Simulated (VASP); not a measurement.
A run of VASP 6.6.1 is set up as follows.

The input POSCAR:

```
Ta
1.0
    2.9607563001      0.0000000000      0.0000000000
   -1.4803781501      2.5640901703      0.0000000000
    0.0000000000      0.0000000000      5.2613191325
Ta
2
Direct
    0.3333333333      0.6666666667      0.2500000000
    0.6666666667      0.3333333333      0.7500000000
```

Contents of INCAR.step1:

```
PREC = Accurate
ENCUT = 520
ISMEAR = -1
SIGMA = 0.1
LREAL = False
LASPH = True
NELM = 100
NBANDS = 18
GGA = PE
ALGO = Normal
EDIFF = 1E-4
LWAVE = True
LCHARG = False
```

The input INCAR.step2:

```
PREC = Accurate
ENCUT = 520
EDIFF = 1E-7
ISMEAR = -1
SIGMA = 0.1
LREAL = False
LASPH = True
NELM = 100
ALGO = Normal
ISIF = 2
LWAVE = False
LCHARG = False
METAGGA = R2SCAN
LMIXTAU = True
NBANDS = 18
ISTART = 1
```

File KPOINTS:

```
regular mesh
0
Gamma
  14 14 7
```

Potentials or basis: VASP PAW PBE potentials, release 64 (Ta_pv).

Command:

```bash
$ cat potpaw_PBE.64/Ta_pv/POTCAR > POTCAR
$ cp INCAR.step1 INCAR
$ mpirun -np 1 vasp_std > vasp.out
$ cp INCAR.step2 INCAR
$ mpirun -np 1 vasp_std > vasp.out
```

**Question.** Predict the band gap on the k mesh.

**Answer.** Zero (bands 11 and 12 overlap by 1.62 eV).

**Question.** Estimate the pressure.

**Answer.** -12.6 GPa.

Stress tensor (GPa, compression positive):
```
-12.79   0.00   0.00
  0.00 -12.79   0.00
  0.00   0.00 -12.15
```

Caveat: the cell stands under tension; the PAW data sets were made with another functional, which shifts forces and pressure a little; spin-orbit coupling is left out, which moves the levels of the heavy elements.
